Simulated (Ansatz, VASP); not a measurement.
## One calculation of In, two programs

```
In
1.0
    -1.62615    1.62615    2.52343
     1.62615   -1.62615    2.52343
     1.62615    1.62615   -2.52343
In
1
Direct
  0.00000 0.00000 0.00000
```

Change from the starting cell: zz strain of +2 %, crystal datasets.

Alike in both runs: task electric field gradients; functional LDA; k mesh 14 × 14 × 14; occupations fermi-dirac, width 0.05 eV; no spin polarisation.

|  | VASP | Ansatz |
| --- | --- | --- |
| version | VASP 6.6.1 | Ansatz 0.2.0 |
| potentials or method | VASP PAW LDA potentials, release 64 (In_d), cutoff 520 eV | all-electron PAW with datasets made for the crystal, scalar-relativistic |

```tsv
	VASP	Ansatz	Ansatz less VASP
pressure (GPa)	-3.4	-3.3	+0.02
traceless stress, the component that is largest in VASP (GPa)	0.04	0.05	+0.014
size of Vzz on the site where it differs most (V/Å²)	29.5	29.4	-0.11
```

LDA's correlation is that of Perdew and Zunger in VASP and of Perdew and Wang (1992) in Ansatz. Ansatz ran all-electron here, and VASP with PAW potentials.
